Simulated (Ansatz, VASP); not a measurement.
**One calculation of P, two programs**

File INCAR:

```
  PREC = Accurate
  ENCUT = 520
  EDIFF = 1E-6
  ISMEAR = -1
  SIGMA = 0.08
  LREAL = False
  LASPH = True
  NELM = 60
  ALGO = Normal
  ISIF = 2
  LWAVE = False
  LCHARG = False
  GGA = PS
  NBANDS = 12
```

Contents of KPOINTS:

```
Automatic mesh
0
Gamma
  12 12 12
```

POSCAR

```
P
1.0
    0.0000000000      2.4583073350      2.4583073350
    2.4583073350      0.0000000000      2.4583073350
    2.4583073350      2.4583073350      0.0000000000
P
2
Direct
   -0.1250000000     -0.1250000000     -0.1250000000
    0.1250000000      0.1250000000      0.1250000000
```

Input for Ansatz:

```yaml
crystal:
  lattice:
    - [0.0, 2.458307335, 2.458307335]
    - [2.458307335, 0.0, 2.458307335]
    - [2.458307335, 2.458307335, 0.0]
  atoms:
    - { symbol: P, position: [-0.125, -0.125, -0.125] }
    - { symbol: P, position: [0.125, 0.125, 0.125] }
kpoints:
  mp_grid: { grid: [12, 12, 12] }
scf:
  occupations: { method: fermi_dirac, width: 0.08 }
hamiltonian:
  xc: pbesol
  pseudopotentials: { kind: all_electron, lapw: { basis_error: 0.001 } }
output:
  forces: true
  stress: true
  eigenvalues: true
  populations: true
```

Change from the starting cell: volume scaled by 0.76, LAPW.

Alike in both runs: task single point; functional PBEsol; k mesh 12 × 12 × 12; occupations fermi-dirac, width 0.08 eV; no spin polarisation.

```csv
,VASP,Ansatz
version,VASP 6.6.1,Ansatz 0.2.0
potentials or method,"VASP PAW PBE potentials, release 64 (P), cutoff 520 eV","all-electron LAPW, scalar-relativistic"
```

VASP gave:

```
pressure (GPa) : 23.2
```

What did Ansatz give for the same quantities?

Pressure (GPa): 23.1.

VASP's potentials were made for PBE, not for PBEsol. Ansatz ran all-electron here, and VASP with PAW potentials.
